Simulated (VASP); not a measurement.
# Hf (Fm-3m) in VASP: further runs, part 2 of 2

VASP 6.6.1. The steps go on from the part before.

**4. Single point, PBEsol (volume scaled by 1.02)**

The input, INCAR:

```
  PREC = Accurate
  ENCUT = 520
  EDIFF = 1E-6
  ISMEAR = -1
  SIGMA = 0.03
  LREAL = False
  LASPH = True
  NELM = 80
  ALGO = Normal
  ISIF = 2
  LWAVE = False
  LCHARG = True
  GGA = PS
  LELF = True
  LVHAR = True
  NBANDS = 11
```

The input, KPOINTS:

```
Automatic mesh
0
Gamma
  16 16 16
```

The input, POSCAR:

```
Hf
1.0
    0.0000000000      2.2347024152      2.2347024152
    2.2347024152      0.0000000000      2.2347024152
    2.2347024152      2.2347024152      0.0000000000
Hf
1
Direct
    0.0000000000      0.0000000000      0.0000000000
```

Potentials or basis: VASP PAW PBE potentials, release 64 (Hf_pv).

Command:

```
$ cat potpaw_PBE.64/Hf_pv/POTCAR > POTCAR
$ mpirun -np 1 vasp_std > vasp.out
```

OUTCAR:

```text
PREC = Accurate
   ENCUT = 520
   EDIFF = 1E-6
   ISMEAR = -1
   LREAL = False
   LASPH = True
   NELM = 80
   ISIF = 2
   GGA = PS

 ion  position               nearest neighbor table
   1  0.000  0.000  0.000-

  LATTYP: Found a face centered cubic cell.
 ALAT       =     4.4694048304

  Lattice vectors:

 A1 = (   0.0000000000,   2.2347024152,   2.2347024152)
 A2 = (   2.2347024152,   0.0000000000,   2.2347024152)
 A3 = (   2.2347024152,   2.2347024152,   0.0000000000)

Analysis of symmetry for initial positions (statically):
=====================================================================
 Subroutine PRICEL returns:
 Original cell was already a primitive cell.

 Routine SETGRP: Setting up the symmetry group for a
 face centered cubic supercell.

 Subroutine GETGRP returns: Found 48 space group operations
 (whereof 48 operations were pure point group operations)
 out of a pool of 48 trial point group operations.

The static configuration has the point symmetry O_h .

Analysis of symmetry for dynamics (positions and initial velocities):
=====================================================================
 Subroutine PRICEL returns:
 Original cell was already a primitive cell.

 Routine SETGRP: Setting up the symmetry group for a
 face centered cubic supercell.

 Subroutine GETGRP returns: Found 48 space group operations
 (whereof 48 operations were pure point group operations)
 out of a pool of 48 trial point group operations.

The dynamic configuration has the point symmetry O_h .

 Subroutine INISYM returns: Found 48 space group operations
 (whereof 48 operations are pure point group operations),
 and found     1 'primitive' translations

----------------------------------------------------------------------------------------

                                     Primitive cell
[... 112 lines left out ...]
  Thomas-Fermi vector in A             =   2.386583
   LORBIT       =      0    0 simple, 1 ext, 2 COOP (PROOUT), +10 PAW based schemes
   GGA     = PS    functional components
   LHFCALC =     F    Hartree Fock is set to
   AEXX    =    0.0000 exact exchange contribution
   IVDW    =     0    specifies the selected vdW correction
   LEPSILON=     F    determine dielectric tensor
   LRPA    =     F    only Hartree local field effects (RPA)
 non-spin polarized calculation
  energy-cutoff  :      520.00
  volume of cell :       22.32
 maximum number of plane-waves:       620
   NGX = 11   NGY = 11   NGZ = 11

 number of electron      10.0000000 magnetization

 number of electron       9.9999999 magnetization

 Free energy of the ion-electron system (eV)
  ---------------------------------------------------
  ext. energy  EPLUGINS =         0.00000000
  ---------------------------------------------------
  free energy    TOTEN  =       -10.42356104 eV

  energy without entropy =      -10.41759361  energy(sigma->0) =      -10.42057732

 E-fermi :   4.5936     XC(G=0): -11.4036

 val. band max:        4.5920453446   @ k =  -0.3125   0.3125   0.0625
 cond. band min:       4.6004012906   @ k =   0.5000   0.1250   0.0625
 fundamental gap:      0.0083559460
 Fermi energy:         4.5936459599

 k-point     1 :       0.0000    0.0000    0.0000
  band No.  band energies     occupation
      1     -25.3578      2.00000
      2     -25.3578      2.00000
      3     -25.3578      2.00000
      4      -2.6268      2.00000
      5       5.9884      0.00000
      6       5.9884      0.00000
      7       5.9884      0.00000
      8       8.7795      0.00000
      9       8.7795      0.00000
     10      15.9750      0.00000
     11      17.6528      0.00000
[... 309 lines left out ...]
 k-point    24 :      -0.0625    0.0625    0.0000
  band No.  band energies     occupation
      1     -25.4382      2.00000
      2     -25.3811      2.00000
      3     -25.3635      2.00000
      4      -2.2645      2.00000
      5       5.6263      0.00000
      6       6.1563      0.00000
      7       6.1709      0.00000
      8       8.4362      0.00000
      9       8.7684      0.00000
     10      16.7644      0.00000
     11      17.6504      0.00000

 [... further k-points ...]

------------------------ aborting loop because EDIFF is reached ----------------------------------------

  FORCE on cell =-STRESS in cart. coord.  units (eV):
  Direction    XX          YY          ZZ          XY          YZ          ZX
  --------------------------------------------------------------------------------------
  -------------------------------------------------------------------------------------
  Total       -0.5509615     -0.5509615     -0.5509615     -0.0000000     -0.0000000      0.0000000
  in kB      -39.5496563    -39.5496563    -39.5496563     -0.0000000     -0.0000000      0.0000000
  external PRESSURE =     -39.5496563 kB  Pullay stress =       0.0000000 kB

 VOLUME and BASIS-vectors are now :
 -----------------------------------------------------------------------------
  energy-cutoff  :      520.00
  volume of cell :       22.32
      direct lattice vectors                 reciprocal lattice vectors
     0.000000000  2.234702415  2.234702415    -0.223743437  0.223743437  0.223743437
     2.234702415  0.000000000  2.234702415     0.223743437 -0.223743437  0.223743437
     2.234702415  2.234702415  0.000000000     0.223743437  0.223743437 -0.223743437

 POSITION                                       TOTAL-FORCE (eV/Angst)
 -----------------------------------------------------------------------------------
      0.00000      0.00000      0.00000        -0.000000     -0.000000     -0.000000
 -----------------------------------------------------------------------------------
    total drift:                                0.000000      0.000000     -0.000000

  FREE ENERGIE OF THE ION-ELECTRON SYSTEM (eV)
  ---------------------------------------------------
  free  energy   TOTEN  =       -10.4235610366 eV

  energy  without entropy=      -10.4175936125  energy(sigma->0) =      -10.42057732
```

OSZICAR:

```text
N       E                     dE             d eps       ncg     rms          rms(c)
DAV:   1     0.122021770622E+02    0.12202E+02   -0.57759E+03  3214   0.845E+02
DAV:   2    -0.103570260523E+02   -0.22559E+02   -0.21858E+02  4032   0.153E+02
DAV:   3    -0.107982925645E+02   -0.44127E+00   -0.43651E+00  4055   0.149E+01
DAV:   4    -0.108000345147E+02   -0.17420E-02   -0.17418E-02  3716   0.112E+00
DAV:   5    -0.108000432918E+02   -0.87771E-05   -0.87777E-05  3993   0.716E-02    0.462E+01
DAV:   6    -0.105215512160E+02    0.27849E+00   -0.22680E-01  3598   0.347E+00    0.273E+01
DAV:   7    -0.104279253163E+02    0.93626E-01   -0.33936E-01  3754   0.410E+00    0.121E+00
DAV:   8    -0.104235226376E+02    0.44027E-02   -0.26900E-02  3573   0.112E+00    0.209E-01
DAV:   9    -0.104235614878E+02   -0.38850E-04   -0.39737E-04  3818   0.164E-01    0.523E-02
DAV:  10    -0.104235615012E+02   -0.13389E-07   -0.20669E-05  3657   0.337E-02    0.467E-02
DAV:  11    -0.104235610366E+02    0.46460E-06   -0.36659E-06  3762   0.143E-02
   1 F= -.10423561E+02 E0= -.10420577E+02  d E =-.596742E-02
```

stdout:

```text
POSCAR found type information on POSCAR Hf
 POSCAR found :  1 types and       1 ions
 scaLAPACK will be used
 -----------------------------------------------------------------------------
|                                                                             |
|                                                                             |
|     You enforced a specific xc type in the INCAR file but a different       |
|     I HOPE YOU KNOW WHAT YOU ARE DOING!                                     |
|                                                                             |
 -----------------------------------------------------------------------------

 LDA part: xc-table for (Slater+PW92), standard interpolation
 POSCAR, INCAR and KPOINTS ok, starting setup
 FFT: planning ... GRIDC
 FFT: planning ... GRID_SOFT
 FFT: planning ... GRID
 WAVECAR not read
 entering main loop
```

It took 13 s on 1 thread of Intel Xeon 6975P-C, shared host; peak memory 0.17 GiB.

Results:

```
Free energy            : -10.4236 eV
Pressure               : -4.0 GPa
Band gap on the k mesh : zero (band 5 reaches 5.99 eV, above the bottom of band 6 at 4.21 eV)
```

Levels at points of the mesh, in eV from the Fermi level:
| k point | band 1 | band 2 | band 3 | band 4 | band 5 | band 6 | band 7 | band 8 | band 9 | band 10 |
| --- | --- | --- | --- | --- | --- | --- | --- | --- | --- | --- |
| (0.00, 0.00, 0.00) | -29.95 | -29.95 | -29.95 | -7.22 | 1.39 | 1.39 | 1.39 | 4.19 | 4.19 | 11.38 |
| (0.50, 0.00, 0.00) | -30.77 | -30.06 | -30.06 | -3.65 | 0.62 | 1.17 | 1.17 | 6.32 | 6.32 | 9.39 |
| (0.50, 0.50, 0.00) | -30.72 | -30.25 | -30.25 | -3.26 | -2.13 | 2.56 | 6.33 | 6.96 | 6.96 | 9.92 |

Caveat: the PAW data sets were made with another functional, which shifts forces and pressure a little; spin-orbit coupling is left out, which moves the levels of the heavy elements.

**5. Summary**

```csv
cell,gap on the mesh (eV),pressure (GPa)
"a = 3.129 Å, angles 60.0°, 1 atom",none,-1.0
"a = 3.150 Å, angles 60.0°, 1 atom",none,-3.0
"a = 3.160 Å, angles 60.0°, 1 atom",none,-4.0
```

Alike in all rows: task single point; level PBEsol; potentials or basis VASP PAW PBE potentials, release 64 (Hf_pv); no spin polarisation; k mesh 16 × 16 × 16; cutoff (eV) 520; smearing fermi-dirac 0.03 eV.

Caveats: the PAW data sets were made with another functional, which shifts forces and pressure a little; spin-orbit coupling is left out, which moves the levels of the heavy elements.

Total energies depend on the potentials used, so only differences within one code and one set of settings carry meaning.
